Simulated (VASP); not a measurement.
Ag:

```
Ag
1.0
     0.00000    2.04275    2.04275
     2.04275    0.00000    2.04275
     2.04275    2.04275    0.00000
Ag
1
Direct
  0.00000 0.00000 0.00000
```

- Program: VASP 6.6.1
- Task: relaxation of cell and atoms
- Functional: BLYP
- Dispersion: D4
- Potentials or basis: VASP PAW PBE potentials, release 64 (Ag)
- Cutoff: 600 eV
- k mesh: 11 × 11 × 11
- Occupations: fermi-dirac, width 0.05 eV
- Spin: no spin polarisation

At the start: pressure 2.1 GPa; volume 17.05 Å³/atom.

Where does the relaxation end?

Over 4 steps the energy falls by 2.2 meV/atom and the volume is 17.38 Å³/atom (+1.9 %); space group Fm-3m (No. 225, to 0.05 Å).

Step by step:
```csv
step,energy change (eV),largest force (eV/Å),pressure (GPa),volume (Å³)
1,0.0000,0.0000,2.11,17.05
2,-0.0015,0.0000,-1.16,17.61
3,-0.0023,0.0000,-0.11,17.40
4,-0.0022,0.0000,0.06,17.38
```

Final structure:
```xyz
1
Lattice="0.0000 2.0559 2.0559 2.0559 0.0000 2.0559 2.0559 2.0559 0.0000" Properties=species:S:1:pos:R:3 pbc="T T T"
Ag    0.0000    0.0000    0.0000
```

Caveat: the PAW data sets were made with another functional, which shifts forces and pressure a little; pairwise dispersion overbinds metals, which lowers pressure and volume.
